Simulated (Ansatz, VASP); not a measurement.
# BN in VASP and in Ansatz

File INCAR:

```
SYSTEM = BN
PREC = Accurate
ENCUT = 600
EDIFF = 1E-6
ISMEAR = 0
SIGMA = 0.01
LREAL = .FALSE.
LASPH = .TRUE.
NELM = 120
ALGO = Normal
ISIF = 2
LWAVE = .FALSE.
LCHARG = .TRUE.
GGA = CA
LELF = .TRUE.
LVHAR = .TRUE.
NBANDS = 16
GGA_COMPAT = .FALSE.
```

The input KPOINTS:

```
Automatic mesh
0
G
  10 10 5
  0 0 0
```

The input POSCAR:

```
BN
1.0
    2.5017255282      0.0000000000      0.0000000000
   -1.2508627641      2.1665574425      0.0000000000
    0.0000000000      0.0000000000      4.1422498000
B N
2 2
Direct
    0.6666666667      0.3333333333      0.0000000000
    0.3333333333      0.6666666667      0.5000000000
    0.6666666667      0.3333333333      0.3750000000
    0.3333333333      0.6666666667      0.8750000000
```

Input for Ansatz:

```yaml
crystal:
  lattice:
    - [2.501725528200829, 0.0, 0.0]
    - [-1.2508627641004144, 2.1665574424510208, 0.0]
    - [0.0, 0.0, 4.142249800045458]
  atoms:
    - { symbol: B, position: [0.6666666666666666, 0.3333333333333333, 0.0] }
    - { symbol: B, position: [0.3333333333333333, 0.6666666666666666, 0.5] }
    - { symbol: "N", position: [0.6666666666666666, 0.3333333333333333, 0.375] }
    - { symbol: "N", position: [0.3333333333333333, 0.6666666666666666, 0.875] }
basis:
  ecutwfc: 630.0
kpoints:
  mp_grid:
    grid: [10, 10, 5]
hamiltonian:
  xc: lda
scf:
  n_extra_bands: 4
  convergence:
    dr2_threshold: 1.0e-08
  occupations:
    method: fixed
  initial_density:
    normalization: atom
output:
  stress: true
```

Alike in both runs: task single point; functional LDA; k mesh 10 × 10 × 5; no spin polarisation.

|  | VASP | Ansatz |
| --- | --- | --- |
| version | VASP 6.6.1 | Ansatz 0.2.0 |
| potentials or method | VASP PAW LDA potentials, release 64 (B, N), cutoff 600 eV | plane waves, PAW |
| occupations | gaussian, width 0.01 eV | fixed |
| valence electrons in the cell | 16 | 16 |

VASP gave:

| Property | Result |
| --- | --- |
| pressure (GPa) | 11.4 |
| traceless stress, the component that is largest in VASP (GPa) | -0.50 |

**Question.** What did Ansatz give for the same quantities?

**Answer.** Pressure (GPa): 10.6; traceless stress, the component that is largest in VASP (GPa): -0.51.

LDA's correlation is that of Perdew and Zunger in VASP and of Perdew and Wang (1992) in Ansatz. Ansatz's warnings: stress scf threshold loose.
